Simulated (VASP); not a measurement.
# AlN (ldaat) (P6_3mc) in VASP: notebook

Runs on AlN (ldaat). Level: LDA. Tasks: single point.

Program: VASP 6.6.1. These are calculated values, not measurements. Logs are shortened: lines on timing, memory, paths and dates and some standing lists are left out, and cuts for length are marked.

**1. The cell of the first run**

It takes space group P6_3mc (No. 186, hexagonal). Conventional cell: a = 3.114 Å, b = 3.114 Å, c = 4.983 Å, α = 90.00°, β = 90.00°, γ = 120.00°. Within 2.5 Å of Al (site symmetry 3m) lie 4 N at 1.89 to 1.90 Å. Within 2.5 Å of N (site symmetry 3m) lie 4 Al at 1.89 to 1.90 Å.

**2. Single point, LDA**

INCAR

```
SYSTEM = AlN
PREC     = Accurate       ! precision mode
ENCUT    = 520            ! plane-wave cutoff, eV
EDIFF    = 1E-6           ! SCF threshold, eV
ISMEAR   = 0              ! smearing method
SIGMA    = 0.01           ! smearing width, eV
LREAL    = .FALSE.        ! projectors in reciprocal space
LASPH    = .TRUE.         ! aspherical terms in the spheres
NELM     = 80             ! most SCF steps
ALGO     = Normal         ! electronic algorithm
ISIF     = 2              ! what is computed and relaxed
LWAVE    = .FALSE.        ! write WAVECAR
LCHARG   = .TRUE.         ! write CHGCAR
GGA      = CA             ! functional
LELF     = .TRUE.         ! ELF
LVHAR    = .TRUE.       
NBANDS   = 16             ! bands
```

KPOINTS

```
Automatic mesh
0
G
  9 9 6
  0 0 0
```

POSCAR

```
AlN
1.0
    3.1135756528      0.0000000000      0.0000000000
   -1.5567878264      2.6964356119      0.0000000000
    0.0000000000      0.0000000000      4.9831268775
Al N
2 2
Direct
    0.3333333333      0.6666666667     -0.0000061733
    0.6666666667      0.3333333333      0.4999938267
    0.3333333333      0.6666666667      0.3820061733
    0.6666666667      0.3333333333      0.8820061733
```

Potentials or basis: VASP PAW LDA potentials, release 64 (Al, N).

On the command line:

```
$ cat potpaw_LDA.64/Al/POTCAR potpaw_LDA.64/N/POTCAR > POTCAR
$ mpirun -np 1 vasp_std > vasp.out
```

OUTCAR:

```text
SYSTEM = AlN
   PREC = Accurate
   ENCUT = 520
   EDIFF = 1E-6
   ISMEAR = 0
   LREAL = .FALSE.
   LASPH = .TRUE.
   NELM = 80
   ISIF = 2
   GGA = CA

 ion  position               nearest neighbor table
   1  0.333  0.667  1.000-   4 1.89   4 1.89   4 1.89   3 1.90   2 3.07   2 3.07   2 3.07   2 3.07
                             2 3.07   2 3.07
   2  0.667  0.333  0.500-   3 1.89   3 1.89   3 1.89   4 1.90   1 3.07   1 3.07   1 3.07   1 3.07
                             1 3.07   1 3.07
   3  0.333  0.667  0.382-   2 1.89   2 1.89   2 1.89   1 1.90
   4  0.667  0.333  0.882-   1 1.89   1 1.89   1 1.89   2 1.90

  LATTYP: Found a hexagonal cell.
 ALAT       =     3.1135756528
 C/A-ratio  =     1.6004515172

  Lattice vectors:

 A1 = (   3.1135756528,   0.0000000000,   0.0000000000)
 A2 = (  -1.5567878264,   2.6964356119,   0.0000000000)
 A3 = (   0.0000000000,   0.0000000000,   4.9831268775)

Analysis of symmetry for initial positions (statically):
=====================================================================
 Subroutine PRICEL returns:
 Original cell was already a primitive cell.

 Routine SETGRP: Setting up the symmetry group for a
 hexagonal supercell.

 Subroutine GETGRP returns: Found 12 space group operations
 (whereof  6 operations were pure point group operations)
 out of a pool of 24 trial point group operations.

The static configuration has the point symmetry C_3v.
 The point group associated with its full space group is C_6v.

Analysis of symmetry for dynamics (positions and initial velocities):
=====================================================================
 Subroutine PRICEL returns:
 Original cell was already a primitive cell.

 Routine SETGRP: Setting up the symmetry group for a
 hexagonal supercell.

 Subroutine GETGRP returns: Found 12 space group operations
 (whereof  6 operations were pure point group operations)
 out of a pool of 24 trial point group operations.

The dynamic configuration has the point symmetry C_3v.
 The point group associated with its full space group is C_6v.

 Subroutine INISYM returns: Found 12 space group operations
 (whereof  6 operations are pure point group operations),
 and found     1 'primitive' translations

----------------------------------------------------------------------------------------

                                     Primitive cell

  volume of cell :      41.8361

  direct lattice vectors                    reciprocal lattice vectors
     3.113575653  0.000000000  0.000000000     0.321174146  0.185429979  0.000000000
[... 96 lines left out ...]
   ISIF   =      2    stress and relaxation
   ISYM   =      2    0-nonsym 1-usesym 2-fastsym
   POTIM  = 0.5000    time-step for ionic-motion
   TEBEG  =    0.0;   TEEND  =   0.0 temperature during run
   PSTRESS=    0.0 pullay stress
   NELECT =      16.0000    total number of electrons
   NUPDOWN=      -1.0000    fix difference up-down
   EMIN   =  10.00;   EMAX   =-10.00  energy-range for DOS
   EFERMI =   0.00;   METHOD = LEGACY
   ISMEAR =     0;   SIGMA  =   0.01  broadening in eV -4-tet -1-fermi 0-gaus
   EFERMI_NEDOS =   21; number of points for ismear=-14 and -15
   IALGO  =     38    algorithm
   IMIX   =      4    mixing-type and parameters
     AMIX     =   0.40;   BMIX     =  1.00
     AMIX_MAG =   1.60;   BMIX_MAG =  1.00
  volume/ion in A,a.u.               =      10.46        70.58
  Fermi-wavevector in a.u.,A,eV,Ry     =   1.188313  2.245587 19.212636  1.412089
  Thomas-Fermi vector in A             =   2.324446
   LORBIT       =      0    0 simple, 1 ext, 2 COOP (PROOUT), +10 PAW based schemes
   GGA     = CA    functional components
   LHFCALC =     F    Hartree Fock is set to
   AEXX    =    0.0000 exact exchange contribution
   IVDW    =     0    specifies the selected vdW correction
   LEPSILON=     F    determine dielectric tensor
   LRPA    =     F    only Hartree local field effects (RPA)
 non-spin polarized calculation
 Gauss-broadening in eV      SIGMA  =   0.01
  energy-cutoff  :      520.00
  volume of cell :       41.84
 maximum number of plane-waves:      1152
 NGX is ok and might be reduce to    24
   NGX = 11   NGY = 11   NGZ = 19

 number of electron      16.0000000 magnetization

 Free energy of the ion-electron system (eV)
  ---------------------------------------------------
  ext. energy  EPLUGINS =         0.00000000
  ---------------------------------------------------
  free energy    TOTEN  =       -32.82998273 eV

  energy without entropy =      -32.82998273  energy(sigma->0) =      -32.82998273

 E-fermi :   5.9443     XC(G=0): -11.2383

 val. band max:        5.8814227607   @ k =   0.0000   0.0000   0.0000
 cond. band min:      10.0903686126   @ k =   0.0000   0.0000   0.0000
 fundamental gap:      4.2089458518
 Fermi energy:         5.9442902065

 k-point     1 :       0.0000    0.0000    0.0000
  band No.  band energies     occupation
      1      -9.1452      2.00000
      2      -6.9279      2.00000
      3      -0.1633      2.00000
      4       5.0019      2.00000
      5       5.0019      2.00000
      6       5.6580      2.00000
[... 433 lines left out ...]
      3       1.1227      2.00000
      4       1.6640      2.00000
      5       1.6640      2.00000
      6       3.1548      2.00000
[... 8 lines left out ...]
     15      18.7497      0.00000
     16      20.7128      0.00000

 [... further k-points ...]

------------------------ aborting loop because EDIFF is reached ----------------------------------------

  FORCE on cell =-STRESS in cart. coord.  units (eV):
  Direction    XX          YY          ZZ          XY          YZ          ZX
  --------------------------------------------------------------------------------------
  -------------------------------------------------------------------------------------
  Total       -1.1516069     -1.1516069     -1.0751179      0.0000000      0.0000000      0.0000000
  in kB      -44.1025215    -44.1025215    -41.1732587      0.0000000      0.0000000      0.0000000
  external PRESSURE =     -43.1261005 kB  Pullay stress =       0.0000000 kB

 VOLUME and BASIS-vectors are now :
 -----------------------------------------------------------------------------
  energy-cutoff  :      520.00
  volume of cell :       41.84
      direct lattice vectors                 reciprocal lattice vectors
     3.113575653  0.000000000  0.000000000     0.321174146  0.185429979  0.000000000
    -1.556787826  2.696435612  0.000000000     0.000000000  0.370859959  0.000000000
     0.000000000  0.000000000  4.983126878     0.000000000  0.000000000  0.200677210

 POSITION                                       TOTAL-FORCE (eV/Angst)
 -----------------------------------------------------------------------------------
     -0.00000      1.79762      4.98310        -0.000000      0.000000      0.011743
      1.55679      0.89881      2.49153         0.000000     -0.000000      0.011743
     -0.00000      1.79762      1.90359         0.000000     -0.000000     -0.011743
      1.55679      0.89881      4.39515        -0.000000     -0.000000     -0.011743
 -----------------------------------------------------------------------------------
    total drift:                               -0.000000      0.000000      0.000605

  FREE ENERGIE OF THE ION-ELECTRON SYSTEM (eV)
  ---------------------------------------------------
  free  energy   TOTEN  =       -32.8299827300 eV

  energy  without entropy=      -32.8299827300  energy(sigma->0) =      -32.82998273
```

OSZICAR:

```text
N       E                     dE             d eps       ncg     rms          rms(c)
DAV:   1     0.356086579840E+02    0.35609E+02   -0.74783E+03  1544   0.902E+02
DAV:   2    -0.348006488938E+02   -0.70409E+02   -0.64736E+02  2192   0.175E+02
DAV:   3    -0.378541044857E+02   -0.30535E+01   -0.30457E+01  1856   0.374E+01
DAV:   4    -0.378697724568E+02   -0.15668E-01   -0.15667E-01  1984   0.320E+00
DAV:   5    -0.378699310329E+02   -0.15858E-03   -0.15858E-03  1848   0.315E-01    0.122E+01
DAV:   6    -0.329435559575E+02    0.49264E+01   -0.11433E+01  1600   0.239E+01    0.432E+00
DAV:   7    -0.328913941792E+02    0.52162E-01   -0.49649E-01  1856   0.465E+00    0.281E+00
DAV:   8    -0.328326320259E+02    0.58762E-01   -0.70719E-02  1600   0.223E+00    0.349E-01
DAV:   9    -0.328298784845E+02    0.27535E-02   -0.56931E-03  1904   0.540E-01    0.223E-01
DAV:  10    -0.328300330604E+02   -0.15458E-03   -0.57951E-04  1680   0.152E-01    0.116E-01
DAV:  11    -0.328299831488E+02    0.49912E-04   -0.86228E-05  1808   0.686E-02    0.206E-02
DAV:  12    -0.328299827300E+02    0.41878E-06   -0.15351E-06  1592   0.935E-03
   1 F= -.32829983E+02 E0= -.32829983E+02  d E =-.794511E-22
```

It took 11 s on 1 thread of Intel Xeon Platinum 8488C (Sapphire Rapids), shared host; peak memory 0.15 GiB.

Results:

```yaml
Free_energy: -32.8300 eV
Pressure: -4.3 GPa
Largest_force: 0.012 eV/Å
Band_gap_on_the_k_mesh: 4.21 eV, direct
```

Forces in eV/Å, atoms in the order of the input:
```
Al   0.000  0.000  0.012
Al   0.000  0.000  0.012
N    0.000  0.000 -0.012
N    0.000  0.000 -0.012
```

Stress tensor (GPa, compression positive):
```
-4.41  0.00  0.00
 0.00 -4.41  0.00
 0.00  0.00 -4.12
```

A k mesh can miss the band edges. A hybrid or GW would open this gap; LDA tends to underestimate it.

**3. Single point, LDA**

INCAR

```
SYSTEM = AlN
PREC = Accurate ; ENCUT = 520
EDIFF = 1E-6 ; ISMEAR = 0
SIGMA = 0.01 ; LREAL = .FALSE.
LASPH = .TRUE. ; NELM = 100
ALGO = Normal ; ISIF = 2
LWAVE = .FALSE. ; LCHARG = .FALSE.
GGA = CA ; NBANDS = 16
```

KPOINTS is that of step 2.

POSCAR

```
AlN
1.0
    3.1135756528      0.0000000000      0.0000000000
   -1.5567878264      2.6964356119      0.0000000000
    0.0000000000      0.0000000000      4.9831268775
Al N
2 2
Direct
    0.3333333333      0.6666666667     -0.0088552473
    0.6666666667      0.3333333333      0.4911447527
    0.3333333333      0.6666666667      0.3908552473
    0.6666666667      0.3333333333      0.8908552473
```

Potentials or basis: VASP PAW LDA potentials, release 64 (Al, N).

On the command line:

```
$ cat potpaw_LDA.64/Al/POTCAR potpaw_LDA.64/N/POTCAR > POTCAR
$ mpirun -np 1 vasp_std > vasp.out
```

Wall time 11 s (1 thread of Intel Xeon Platinum 8488C (Sapphire Rapids), shared host); peak memory 0.15 GiB.

It converged, with:

```yaml
Free_energy: -32.7468 eV
Pressure: -3.8 GPa
Largest_force: 0.852 eV/Å
Band_gap_on_the_k_mesh: 3.93 eV, direct
```

Forces in eV/Å, atoms in the order of the input:
```
Al   0.000  0.000  0.852
Al   0.000  0.000  0.852
N    0.000  0.000 -0.852
N    0.000  0.000 -0.852
```

Stress tensor (GPa, compression positive):
```
 -0.74   0.00   0.00
  0.00  -0.74   0.00
  0.00   0.00 -10.06
```

Levels at points of the mesh, in eV from the valence-band top:
| k point | band 6 | band 7 | band 8 | band 9 | band 10 | band 11 |
| --- | --- | --- | --- | --- | --- | --- |
| (0.00, 0.00, 0.00) | -0.62 | -0.62 | 0.00 | 3.93 | 6.29 | 10.36 |
| (0.00, 0.00, 0.50) | -0.96 | -0.96 | -0.96 | 6.23 | 6.23 | 9.85 |
